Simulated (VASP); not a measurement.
Runs of VASP 6.6.1 on Fe. The structure is that of space group P6_3/mmc (No. 194), or close to it. The cells are those of the table. This isn't the form of Fe at room conditions, which is bcc.

```tsv
task	cell	k mesh	gap on the mesh (eV)	pressure (GPa)
relaxation of cell and atoms	relaxed from a = 2.554, b = 2.554, c = 4.170 Å, angles 90.0, 90.0, 120.0°, 2 atoms	14 × 14 × 8	none	0.0
single point	a = 2.441, b = 2.441, c = 3.860 Å, angles 90.0, 90.0, 120.0°, 2 atoms	16 × 16 × 9	none	11.5
single point	a = 2.474, b = 2.474, c = 3.913 Å, angles 90.0, 90.0, 120.0°, 2 atoms	14 × 14 × 8	none	-0.6
single point	a = 2.569, b = 2.569, c = 4.063 Å, angles 90.0, 90.0, 120.0°, 2 atoms	16 × 16 × 9	none	(b)
single point	a = 2.406, b = 2.406, c = 3.805 Å, angles 90.0, 90.0, 120.0°, 2 atoms	16 × 16 × 9	none	(a)
single point	a = 2.538, b = 2.538, c = 4.014 Å, angles 90.0, 90.0, 120.0°, 2 atoms	16 × 16 × 9	none	-17.9
```

Alike in all rows: level revPBE; potentials or basis VASP PAW PBE potentials, release 64 (Fe); no spin polarisation; cutoff (eV) 600; smearing fermi-dirac 0.1 eV.

**Question.** Fill in the values left out.

**Answer.** (a) 26.6; (b) -23.9.

Caveats: the PAW data sets were made with another functional, which shifts forces and pressure a little; the run has no spin polarisation, though such a crystal can be magnetic; the cell stands under pressure (at least some runs); the cell stands under tension (at least some runs).

A gap of «none» marks levels without a gap at the run's occupations.
